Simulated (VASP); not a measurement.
# TaN (P-6m2) in VASP: further runs

Aim: see how the results for TaN move with the level of theory and the settings. Levels: PBE+D3(BJ), PBE, PBEsol, revPBE+D3(BJ). Tasks: single point.

Everything below comes from runs of VASP 6.6.1. Logs are shortened: lines on timing, memory, paths and dates and some standing lists are left out, and cuts for length are marked.

**1. The cell of the first run**

The structure is hexagonal, space group P-6m2 (No. 187). The conventional cell has a = 2.928 Å, b = 2.928 Å, c = 2.881 Å, α = 90.00°, β = 90.00°, γ = 120.00°. Ta (site symmetry -6m2) has 6 N at 2.22 Å and 2 Ta at 2.88 Å within 2.9 Å. N (site symmetry -6m2) has 6 Ta at 2.22 Å and 2 N at 2.88 Å within 2.9 Å.

**2. Single point, PBE+D3(BJ), collinear spin, ferromagnetic start**

File INCAR:

```
ALGO     = Normal         # electronic algorithm
EDIFF    = 1E-6           # SCF threshold, eV
ENCUT    = 600            # plane-wave cutoff, eV
GGA      = PE             # functional
GGA_COMPAT= False        
ISIF     = 2              # what is computed and relaxed
ISMEAR   = 0              # smearing method
ISPIN    = 2              # spin polarisation
IVDW     = 12             # dispersion correction
LASPH    = True           # aspherical terms in the spheres
LCHARG   = True           # write CHGCAR
LELF     = True           # ELF
LMAXMIX  = 4              # l up to which the mixer works
LORBIT   = 11             # projections on sites
LREAL    = False          # projectors in reciprocal space
LVHAR    = True         
LWAVE    = False          # write WAVECAR
MAGMOM   = 0.05 0         # initial moments
NBANDS   = 19             # bands
NELM     = 200            # most SCF steps
PREC     = Accurate       # precision mode
SIGMA    = 0.05           # smearing width, eV
```

File KPOINTS:

```
k-points
0
Gamma
  10 10 8
```

File POSCAR:

```
TaN
1.0
    2.9283904796      0.0000000000      0.0000000000
   -1.4641952398      2.5360605476      0.0000000000
    0.0000000000      0.0000000000      2.8810749233
Ta N
1 1
Direct
    0.3333333333      0.6666666667      0.5000000000
    0.0000000000      0.0000000000      0.0000000000
```

Potentials or basis: VASP PAW PBE potentials, release 64 (Ta_pv, N).

The run is started by

```bash
$ cat potpaw_PBE.64/Ta_pv/POTCAR potpaw_PBE.64/N/POTCAR > POTCAR
$ mpirun -np 1 vasp_std > vasp.out
```

OUTCAR:

```text
EDIFF = 1E-6
   ENCUT = 600
   GGA = PE
   ISIF = 2
   ISMEAR = 0
   ISPIN = 2
   IVDW = 12
   LASPH = True
   LORBIT = 11
   LREAL = False
   NELM = 200
   PREC = Accurate
 IVDW          = 12

 ion  position               nearest neighbor table
   1  0.333  0.667  0.500-   2 2.22   2 2.22   2 2.22   2 2.22   2 2.22   2 2.22
   2  0.000  0.000  0.000-   1 2.22   1 2.22   1 2.22   1 2.22   1 2.22   1 2.22

  LATTYP: Found a hexagonal cell.
 ALAT       =     2.9283904796
 C/A-ratio  =     0.9838424702

  Lattice vectors:

 A1 = (   2.9283904796,   0.0000000000,   0.0000000000)
 A2 = (  -1.4641952398,   2.5360605476,   0.0000000000)
 A3 = (   0.0000000000,   0.0000000000,   2.8810749233)

Analysis of symmetry for initial positions (statically):
=====================================================================
 Subroutine PRICEL returns:
 Original cell was already a primitive cell.

 Routine SETGRP: Setting up the symmetry group for a
 hexagonal supercell.

 Subroutine GETGRP returns: Found 12 space group operations
 (whereof 12 operations were pure point group operations)
 out of a pool of 24 trial point group operations.

The static configuration has the point symmetry D_3h.

Analysis of symmetry for dynamics (positions and initial velocities):
=====================================================================
 Subroutine PRICEL returns:
 Original cell was already a primitive cell.

 Routine SETGRP: Setting up the symmetry group for a
 hexagonal supercell.

 Subroutine GETGRP returns: Found 12 space group operations
 (whereof 12 operations were pure point group operations)
 out of a pool of 24 trial point group operations.

The dynamic configuration has the point symmetry D_3h.

Analysis of structural, dynamic, and magnetic symmetry:
=====================================================================
 Subroutine PRICEL returns:
 Original cell was already a primitive cell.

 Routine SETGRP: Setting up the symmetry group for a
 hexagonal supercell.

 Subroutine GETGRP returns: Found 12 space group operations
 (whereof 12 operations were pure point group operations)
 out of a pool of 24 trial point group operations.

The overall configuration has the point symmetry D_3h.

 Subroutine INISYM returns: Found 12 space group operations
 (whereof 12 operations are pure point group operations),
 and found     1 'primitive' translations

[... 115 lines left out ...]
  volume/ion in A,a.u.               =      10.70        72.20
  Fermi-wavevector in a.u.,A,eV,Ry     =   1.485937  2.808014 30.041789  2.208009
  Thomas-Fermi vector in A             =   2.599286
   LORBIT       =     11    0 simple, 1 ext, 2 COOP (PROOUT), +10 PAW based schemes
   GGA     = PE    functional components
   LHFCALC =     F    Hartree Fock is set to
   AEXX    =    0.0000 exact exchange contribution
   IVDW    =    12    specifies the selected vdW correction
   LEPSILON=     F    determine dielectric tensor
   LRPA    =     F    only Hartree local field effects (RPA)
 spin polarized calculation
 Gauss-broadening in eV      SIGMA  =   0.05
  energy-cutoff  :      600.00
  volume of cell :       21.40
 maximum number of plane-waves:       726
 NGX is ok and might be reduce to    24
   NGX = 11   NGY = 11   NGZ = 11

 number of electron      16.0000000 magnetization       0.0000195

 number of electron      16.0000000 magnetization      -0.0001311

 Free energy of the ion-electron system (eV)
  ---------------------------------------------------
  ext. energy  EPLUGINS =         0.00000000
  ---------------------------------------------------
  free energy    TOTEN  =       -22.43566576 eV

  energy without entropy =      -22.43555334  energy(sigma->0) =      -22.43560955

 E-fermi :   8.3722     XC(G=0): -13.3860

 val. band max:        8.2386064873   @ k =   0.0000   0.0000   0.5000
 cond. band min:       8.3958862543   @ k =   0.0000   0.0000   0.3750
 fundamental gap:      0.1572797669
 Fermi energy:         8.3721964904

 spin component 1

 k-point     1 :       0.0000    0.0000    0.0000
  band No.  band energies     occupation
      1     -26.5033      1.00000
      2     -26.2277      1.00000
      3     -26.2277      1.00000
      4      -9.5035      1.00000
      5       3.7542      1.00000
      6       3.7542      1.00000
[... 517 lines left out ...]
     18      27.9893      0.00000
     19      31.7736      0.00000

 [... further k-points ...]

 spin component 2

 k-point     1 :       0.0000    0.0000    0.0000
  band No.  band energies     occupation
      1     -26.5043      1.00000
      2     -26.2287      1.00000
      3     -26.2287      1.00000
      4      -9.5037      1.00000
      5       3.7540      1.00000
      6       3.7540      1.00000
[... 517 lines left out ...]
     18      27.9891      0.00000
     19      31.7735      0.00000

 [... further k-points ...]

------------------------ aborting loop because EDIFF is reached ----------------------------------------

 Edisp (eV)   -0.93753

 E8    (eV) :    -0.4332

  FORCE on cell =-STRESS in cart. coord.  units (eV):
  Direction    XX          YY          ZZ          XY          YZ          ZX
  --------------------------------------------------------------------------------------
  -------------------------------------------------------------------------------------
  Total       0.07710     0.07710     0.10048     0.00000     0.00000     0.00000
  in kB       5.77329     5.77329     7.52424     0.00000     0.00000     0.00000
  external pressure =        6.36 kB  Pullay stress =        0.00 kB

 VOLUME and BASIS-vectors are now :
 -----------------------------------------------------------------------------
  energy-cutoff  :      600.00
  volume of cell :       21.40
      direct lattice vectors                 reciprocal lattice vectors
     2.928390480  0.000000000  0.000000000     0.341484514  0.197156176  0.000000000
    -1.464195240  2.536060548  0.000000000     0.000000000  0.394312352  0.000000000
     0.000000000  0.000000000  2.881074923     0.000000000  0.000000000  0.347092674

 POSITION                                       TOTAL-FORCE (eV/Angst)
 -----------------------------------------------------------------------------------
     -0.00000      1.69071      1.44054         0.000000      0.000000      0.000000
      0.00000      0.00000      0.00000        -0.000000      0.000000      0.000000
 -----------------------------------------------------------------------------------
    total drift:                                0.000000     -0.000000     -0.000000

  FREE ENERGIE OF THE ION-ELECTRON SYSTEM (eV)
  ---------------------------------------------------
  free  energy   TOTEN  =       -23.3731978599 eV

  energy  without entropy=      -23.3730854456  energy(sigma->0) =      -23.37314165

 total charge

# of ion       s       p       d       tot
------------------------------------------
    1        0.307   6.270   2.438   9.015
    2        1.227   2.504   0.000   3.731
--------------------------------------------------
tot          1.534   8.774   2.438  12.746

 magnetization (x)

# of ion       s       p       d       tot
------------------------------------------
    1       -0.000  -0.000  -0.000  -0.000
    2        0.000   0.000   0.000   0.000
--------------------------------------------------
tot          0.000   0.000  -0.000  -0.000
```

It took 57 s on 1 thread of Intel Xeon 8259CL, shared host; peak memory 0.2 GiB.

Results:

- Free energy: -23.3732 eV
- Pressure: 0.6 GPa
- Band gap on the k mesh: zero (filled and empty bands overlap)
- Net moment: 0.00 μB per cell
- Valence electrons inside the program's atomic spheres: Ta 9.02; N 3.73
- Dispersion energy per atom: -0.469 eV

Levels at points of the mesh, in eV from the Fermi level:
Spin up:
| k point | band 4 | band 5 | band 6 | band 7 | band 8 | band 9 | band 10 | band 11 | band 12 | band 13 |
| --- | --- | --- | --- | --- | --- | --- | --- | --- | --- | --- |
| (0.00, 0.00, 0.00) | -17.88 | -4.62 | -4.62 | -4.29 | -2.99 | 2.25 | 3.56 | 3.56 | 4.00 | 4.00 |
| (0.50, 0.00, 0.00) | -15.56 | -8.36 | -5.29 | -3.55 | -3.23 | 2.99 | 4.04 | 5.21 | 5.33 | 7.45 |
| (0.00, 0.00, 0.50) | -15.20 | -9.44 | -3.80 | -3.80 | -0.13 | -0.13 | 2.34 | 3.33 | 3.33 | 8.24 |
| (0.50, 0.00, 0.50) | -15.88 | -7.41 | -6.26 | -5.75 | -0.40 | 4.17 | 5.38 | 6.04 | 7.11 | 10.24 |
Spin down:
```csv
k point,band 4,band 5,band 6,band 7,band 8,band 9,band 10,band 11,band 12,band 13
"(0.00, 0.00, 0.00)",-17.88,-4.62,-4.62,-4.29,-2.99,2.25,3.56,3.56,4.00,4.00
"(0.50, 0.00, 0.00)",-15.56,-8.36,-5.29,-3.55,-3.23,2.99,4.04,5.21,5.33,7.45
"(0.00, 0.00, 0.50)",-15.20,-9.44,-3.80,-3.80,-0.13,-0.13,2.34,3.33,3.33,8.24
"(0.50, 0.00, 0.50)",-15.88,-7.41,-6.26,-5.75,-0.40,4.17,5.38,6.04,7.11,10.24
```

Caveat: spin-orbit coupling is left out, which moves the levels of the heavy elements; pairwise dispersion overbinds metals, which lowers pressure and volume.

**3. Single point, PBE, collinear spin, ferromagnetic start**

This run uses another cell than the first one, of 10.78 Å³/atom, 1.007 times its volume.

File INCAR:

```
PREC = Accurate
ENCUT = 600
EDIFF = 1E-6
ISMEAR = 0
SIGMA = 0.05
LREAL = F
LASPH = T
NELM = 200
ALGO = Normal
ISIF = 2
LWAVE = F
LCHARG = T
ISPIN = 2
MAGMOM = 2 0
LORBIT = 11
LMAXMIX = 4
GGA = PE
LELF = T
LVHAR = T
NBANDS = 19
GGA_COMPAT = F
```

File KPOINTS:

```
regular mesh
0
Gamma
  10 10 8
```

File POSCAR:

```
TaN
1.0
    2.9380011098      0.0000000000      0.0000000000
   -1.4690005549      2.5443835974      0.0000000000
    0.0000000000      0.0000000000      2.8830022093
Ta N
1 1
Direct
    0.3333333333      0.6666666667      0.5000000000
    0.0000000000      0.0000000000      0.0000000000
```

Potentials or basis: VASP PAW PBE potentials, release 64 (Ta_pv, N).

The run is started by

```bash
$ cat potpaw_PBE.64/Ta_pv/POTCAR potpaw_PBE.64/N/POTCAR > POTCAR
$ mpirun -np 1 vasp_std > vasp.out
```

Wall time 68 s (1 thread of Intel Xeon 8259CL, shared host); peak memory 0.19 GiB.

The run converged. Its results:

```yaml
Free_energy: -22.4421 eV
Pressure: 5.3 GPa
Band_gap_on_the_k_mesh: zero (filled and empty bands overlap)
Net_moment: 0.00 μB per cell
Valence_electrons_inside_the_program's_atomic_spheres: Ta 9.00; N 3.73
```

Stress tensor (GPa, compression positive):
```
4.83 0.00 0.00
0.00 4.83 0.00
0.00 0.00 6.25
```

Levels at points of the mesh, in eV from the Fermi level:
Spin up:
```tsv
k point	band 6	band 7	band 8	band 9	band 10	band 11
(0.00, 0.00, 0.00)	-4.61	-4.25	-2.97	2.17	3.54	3.54
(0.50, 0.00, 0.00)	-5.23	-3.52	-3.23	2.97	3.98	5.18
(0.00, 0.00, 0.50)	-3.79	-3.79	-0.13	-0.13	2.36	3.29
(0.50, 0.00, 0.50)	-6.23	-5.72	-0.41	4.12	5.31	6.00
```
Spin down:
```tsv
k point	band 6	band 7	band 8	band 9	band 10	band 11
(0.00, 0.00, 0.00)	-4.61	-4.25	-2.97	2.17	3.54	3.54
(0.50, 0.00, 0.00)	-5.23	-3.52	-3.23	2.97	3.98	5.18
(0.00, 0.00, 0.50)	-3.79	-3.79	-0.13	-0.13	2.36	3.29
(0.50, 0.00, 0.50)	-6.23	-5.72	-0.41	4.12	5.31	6.00
```

Caveat: spin-orbit coupling is left out, which moves the levels of the heavy elements.

**4. Single point, PBE, collinear spin, ferromagnetic start**

This run uses another cell than the first one, of 10.78 Å³/atom, 1.007 times its volume.

File INCAR:

```
SYSTEM = TaN
  PREC = Accurate
  ENCUT = 600
  EDIFF = 1E-6
  ISMEAR = 0
  SIGMA = 0.05
  LREAL = .FALSE.
  LASPH = .TRUE.
  NELM = 200
  ALGO = Normal
  ISIF = 2
  LWAVE = .FALSE.
  LCHARG = .FALSE.
  ISPIN = 2
  MAGMOM = 0.05 0
  LORBIT = 11
  LMAXMIX = 4
  GGA = PE
  NBANDS = 19
  GGA_COMPAT = .FALSE.
```

File KPOINTS:

```
Automatic mesh
0
G
  10 10 8
  0 0 0
```

File POSCAR:

```
TaN
1.0
    2.9361269828      0.0000000000      0.0000000000
   -1.4680634914      2.5427605558      0.0000000000
    0.0000000000      0.0000000000      2.8866838190
Ta N
1 1
Direct
    0.3333333333      0.6666666667      0.5000000000
    0.0000000000      0.0000000000      0.0000000000
```

The run is started by

```bash
$ cat potpaw_PBE.64/Ta_pv/POTCAR potpaw_PBE.64/N/POTCAR > POTCAR
$ mpirun -np 1 vasp_std > vasp.out
```

Wall time 61 s (1 thread of Intel Xeon 8259CL, shared host); peak memory 0.19 GiB.

Results (log left out):

```yaml
Free_energy: -22.4423 eV
Pressure: 5.2 GPa
Band_gap_on_the_k_mesh: zero (filled and empty bands overlap)
Net_moment: 0.00 μB per cell
Valence_electrons_inside_the_program's_atomic_spheres: Ta 9.00; N 3.73
```

Stress tensor (GPa, compression positive):
```
5.19 0.00 0.00
0.00 5.19 0.00
0.00 0.00 5.36
```

Levels at points of the mesh, in eV from the Fermi level:
Spin up:
```tsv
k point	band 4	band 5	band 6	band 7	band 8	band 9	band 10	band 11	band 12	band 13
(0.00, 0.00, 0.00)	-17.82	-4.59	-4.59	-4.26	-2.98	2.19	3.53	3.53	3.96	3.96
(0.50, 0.00, 0.00)	-15.53	-8.32	-5.25	-3.52	-3.22	2.97	3.99	5.17	5.27	7.38
(0.00, 0.00, 0.50)	-15.18	-9.40	-3.78	-3.78	-0.13	-0.13	2.33	3.30	3.30	8.17
(0.50, 0.00, 0.50)	-15.84	-7.37	-6.23	-5.71	-0.41	4.12	5.32	5.98	7.04	10.14
```
Spin down:
```
           k point  band 5  band 6  band 7  band 8  band 9  band 10  band 11  band 12
(0.00, 0.00, 0.00)   -4.59   -4.59   -4.26   -2.98    2.18     3.53     3.53     3.96
(0.50, 0.00, 0.00)   -8.32   -5.25   -3.52   -3.22    2.96     3.99     5.17     5.27
(0.00, 0.00, 0.50)   -9.40   -3.78   -3.78   -0.13   -0.13     2.33     3.30     3.30
(0.50, 0.00, 0.50)   -7.37   -6.23   -5.71   -0.42    4.12     5.32     5.98     7.04
```

Caveat: spin-orbit coupling is left out, which moves the levels of the heavy elements.

(Continued in part 2 of 2.)
